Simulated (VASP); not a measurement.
The system is Si6Sn.

```
Si Sn
1.0
     7.32574    0.00000    0.00000
    -3.66287    6.34428    0.00000
     0.00000    0.00000    2.58190
Si Sn
6 1
Cartesian
  0.5738 2.8447 0.0000
  2.7505 0.9254 0.0000
  5.1491 1.9193 0.0000
  0.9123 5.4189 0.0000
  3.0890 3.4996 0.0000
  -1.4862 4.4249 0.0000
  0.0000 0.0000 0.0000
```

| Item | Value |
| --- | --- |
| Program | VASP 6.6.1 |
| Task | relaxation of cell and atoms |
| Functional | PBE |
| Potentials or basis | VASP PAW PBE potentials, release 64 (Si, Sn_d) |
| Cutoff | 600 eV |
| k mesh | 6 × 6 × 12 |
| Occupations | gaussian, width 0.1 eV |
| Spin | no spin polarisation |

At the start: pressure 0.7 GPa; volume 17.14 Å³/atom.

Question: How do energy, volume and symmetry change on relaxing?

Answer: Over 9 steps the energy falls by 6.5 meV/atom and the volume is 17.38 Å³/atom (+1.4 %); space group P6/m (No. 175, to 0.05 Å).

The path:
```csv
step,energy change (eV),largest force (eV/Å),pressure (GPa),volume (Å³)
1,0.0000,0.2219,0.74,120.00
2,-0.0313,0.1462,-0.23,121.35
3,-0.0314,0.1494,-0.19,121.30
4,-0.0382,0.0992,0.05,121.13
5,-0.0427,0.0551,0.50,120.84
6,-0.0447,0.0274,-0.23,121.99
7,-0.0450,0.0339,-0.06,121.72
8,-0.0454,0.0172,-0.04,121.68
9,-0.0455,0.0036,-0.01,121.64
```

Final structure:
```
Si Sn
1.0
     7.32309    0.00000    0.00000
    -3.66154    6.34198    0.00000
     0.00000    0.00000    2.61921
Si Sn
6 1
Direct
  0.30868 0.45287 0.00000
  0.45287 0.14419 0.00000
  0.85581 0.30868 0.00000
  0.54713 0.85581 0.00000
  0.69132 0.54713 0.00000
  0.14419 0.69132 0.00000
  0.00000 0.00000 0.00000
```
